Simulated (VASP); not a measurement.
Set up this calculation in VASP 6.6.1, as the native input.

```yaml
Task: single point
Functional: PBEsol
Potentials_or_basis: VASP PAW PBE potentials, release 64 (Sb)
Cutoff: 500 eV
k_mesh: 10 × 10 × 10
Occupations: fermi-dirac, width 0.1 eV
Spin: no spin polarisation
Dipole_correction: no
Further_INCAR_settings: ALGO = Normal; EDIFF = 1e-06; NBANDS = 12
```

The structure of Sb lies in POSCAR:

```
Sb
1.0
    0.0000000000      3.3760385711      3.3760385711
    3.3760385711      0.0000000000      3.3760385711
    3.3760385711      3.3760385711      0.0000000000
Sb
2
Direct
   -0.1250000000     -0.1250000000     -0.1250000000
    0.1250000000      0.1250000000      0.1250000000
```

This isn't the form of Sb at room conditions, which is rhombohedral.

One way to write it, as run:

INCAR

```
PREC = Accurate
ENCUT = 500
EDIFF = 1E-6
ISMEAR = -1
SIGMA = 0.1
LREAL = False
LASPH = True
NELM = 120
ALGO = Normal
ISIF = 2
LWAVE = False
LCHARG = False
GGA = PS
NBANDS = 12
GGA_COMPAT = False
```

KPOINTS

```
regular mesh
0
Gamma
  10 10 10
```

Potentials or basis: VASP PAW PBE potentials, release 64 (Sb).

Command:

```sh
$ cat potpaw_PBE.64/Sb/POTCAR > POTCAR
$ mpirun -np 1 vasp_std > vasp.out
```

It gave:

```
Pressure               : 2.2 GPa
Band gap on the k mesh : zero (bands 5 and 6 overlap by 1.31 eV)
```

Caveat: the PAW data sets were made with another functional, which shifts forces and pressure a little; spin-orbit coupling is left out, which moves the levels of the heavy elements.

It took 40 s on 1 thread of Intel(R) Xeon(R) 6975P-C (Granite Rapids) (shared host), peak memory 0.21 GiB.
